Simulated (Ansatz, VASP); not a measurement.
## ZnCu in VASP and in Ansatz

Contents of INCAR:

```
ALGO = Fast ; EDIFF = 1E-6
ENCUT = 520 ; GGA = PS
ISIF = 2 ; ISMEAR = 0
LASPH = True ; LCHARG = False
LREAL = False ; LWAVE = False
NBANDS = 18 ; NELM = 60
PREC = Accurate ; SIGMA = 0.15
```

Contents of KPOINTS:

```
k-points
0
Gamma
  16 16 16
```

POSCAR

```
ZnCu
1.0
    2.9450000000      0.0000000000      0.0000000000
    0.0000000000      2.9450000000      0.0000000000
    0.0000000000      0.0000000000      2.9450000000
Zn Cu
1 1
Direct
    0.5000000000      0.5000000000      0.5000000000
   -0.0171538705     -0.0171538705     -0.0171538705
```

Input for Ansatz:

```yaml
crystal:
  lattice:
    - [2.945, 0.0, 0.0]
    - [0.0, 2.945, 0.0]
    - [0.0, 0.0, 2.945]
  atoms:
    - { symbol: Zn, position: [0.5, 0.5, 0.5] }
    - { symbol: Cu, position: [-0.0171538705, -0.0171538705, -0.0171538705] }
basis:
  ecutwfc: 420
kpoints:
  mp_grid: { grid: [16, 16, 16] }
hamiltonian:
  xc: pbesol
scf:
  occupations: { method: gaussian, width: 0.15 }
output:
  forces: true
  stress: true
  eigenvalues: true
```

Change from the starting cell: all Cu atoms moved +0.087 Å, as atom 2 towards its neighbour atom 1 (Zn) at 2.550 Å.

Alike in both runs: task single point; functional PBEsol; k mesh 16 × 16 × 16; occupations gaussian, width 0.15 eV; no spin polarisation.

|  | VASP | Ansatz |
| --- | --- | --- |
| version | VASP 6.6.1 | Ansatz 0.2.0 |
| potentials or method | VASP PAW PBE potentials, release 64 (Zn, Cu), cutoff 520 eV | scalar-relativistic, plane waves, PAW |
| valence electrons in the cell | 23 | 31 |

|  | VASP | Ansatz | Ansatz less VASP |
| --- | --- | --- | --- |
| gap on the k mesh at the Fermi level (eV) | none | none | - |
| pressure (GPa) | -3.3 | -4.3 | -0.95 |
| traceless stress, the component that is largest in VASP (GPa) | 0.29 | 0.29 | -0.003 |
| rms of the force components (eV/Å) | 0.232 | 0.228 | -0.0037 |

VASP's potentials were made for PBE, not for PBEsol. Atom by atom the forces differ by 0.004 eV/Å (rms over components). A gap of «none» marks a metal or a gap that the smearing closes. VASP's potentials hold 23 valence electrons a cell and Ansatz's 31, so a difference there can come from the potentials and not from the codes.
